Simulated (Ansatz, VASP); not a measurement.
# One calculation of Cd, two programs

POSCAR

```
Cd
1.0
    3.2747487987      0.0000000000      0.0000000000
   -1.6373743993      2.8360156507      0.0000000000
    0.0000000000      0.0000000000     10.4234439893
Cd
4
Direct
    1.0000000000      0.0000000000      0.0000000000
    1.0000000000      1.0000000000      0.5000000000
    0.3333333333      0.6666666667      0.2500000000
    0.6666666667      0.3333333333      0.7500000000
```

The input INCAR.step1:

```
PREC = Accurate
ENCUT = 520
ISMEAR = -1
SIGMA = 0.1
LREAL = F
LASPH = T
NELM = 80
NBANDS = 32
GGA = PE
ALGO = Normal
EDIFF = 1E-4
LWAVE = T
LCHARG = F
```

The input INCAR.step2:

```
PREC = Accurate
ENCUT = 520
EDIFF = 1E-6
ISMEAR = -1
SIGMA = 0.1
LREAL = F
LASPH = T
NELM = 80
ALGO = Normal
ISIF = 2
LWAVE = F
LCHARG = F
METAGGA = R2SCAN
LMIXTAU = T
NBANDS = 32
ISTART = 1
```

KPOINTS

```
Automatic mesh
0
Gamma
  13 13 4
```

Input for Ansatz:

```yaml
crystal:
  lattice:
    - [3.2747487987, 0.0, 0.0]
    - [-1.6373743993, 2.8360156507, 0.0]
    - [0.0, 0.0, 10.4234439893]
  atoms:
    - { symbol: Cd, position: [1.0, 0.0, 0.0] }
    - { symbol: Cd, position: [1.0, 1.0, 0.5] }
    - { symbol: Cd, position: [0.3333333333, 0.6666666667, 0.25] }
    - { symbol: Cd, position: [0.6666666667, 0.3333333333, 0.75] }
hamiltonian:
  xc: r2scan
  pseudopotentials:
    kind: paw
    azcp:
      Cd: "pseudopotentials/Cd.paw.azcp"
basis:
  ecutwfc: 500
  fft_grid_basis: typed
kpoints:
  mp_grid: { grid: [13, 13, 4], shift: [0, 0, 0] }
magnetization:
  spin_polarized: false
scf:
  occupations: { method: fermi_dirac, width: 0.1 }
  lower_state_search: "off"
output:
  stress: true
```

Alike in both runs: task single point; functional r2SCAN; k mesh 13 × 13 × 4; occupations fermi-dirac, width 0.1 eV; no spin polarisation.

|  | VASP | Ansatz |
| --- | --- | --- |
| version | VASP 6.6.1 | Ansatz 0.2.0 |
| potentials or method | VASP PAW PBE potentials, release 64 (Cd), cutoff 520 eV | plane waves (500 eV) with PAW, scalar-relativistic |
| valence electrons in the cell | 48 | 80 |

|  | VASP | Ansatz | Ansatz less VASP |
| --- | --- | --- | --- |
| pressure (GPa) | -4.0 | -4.1 | -0.16 |
| traceless stress, the component that is largest in VASP (GPa) | -0.10 | -0.12 | -0.012 |

VASP's potentials were made for PBE, not for r2SCAN. The functional is the same, so the differences come from potentials, cutoffs and numerics. VASP's potentials hold 48 valence electrons a cell and Ansatz's 80, so a difference there can come from the potentials and not from the codes.
